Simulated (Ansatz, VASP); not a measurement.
**One calculation of KBr, two programs**

```
K Br
1.0
     0.00000    3.21019    3.12787
     3.21019    0.00000    3.12787
     3.21019    3.21019    0.00000
K Br
1 1
Direct
  0.00000 0.00000 0.00000
  0.50000 0.50000 0.50000
```

Change from the starting cell: strain -0.025 along x and y, -0.050 along z, atoms carried along.

Alike in both runs: task single point; functional PBE; k mesh 6 × 6 × 6; occupations gaussian, width 0.05 eV; no spin polarisation.

|  | VASP | Ansatz |
| --- | --- | --- |
| version | VASP 6.6.1 | Ansatz 0.2.0 |
| potentials or method | VASP PAW PBE potentials, release 64 (K_sv, Br), cutoff 520 eV | scalar-relativistic, plane waves, PAW |
| valence electrons in the cell | 16 | 16 |

Ansatz gave:

```
gap on the k mesh at the Fermi level (eV)                     : 4.73
least direct gap on the mesh (eV)                             : 4.73
pressure (GPa)                                                : 3.1
traceless stress, the component that is largest in VASP (GPa) : 1.01
```

Task: Which values does VASP return?

Result: gap on the k mesh at the Fermi level (eV): 4.72; least direct gap on the mesh (eV): 4.72; pressure (GPa): 3.2; traceless stress, the component that is largest in VASP (GPa): 1.02.

With one functional, cell and mesh, what is left measures potentials, basis and numerics.
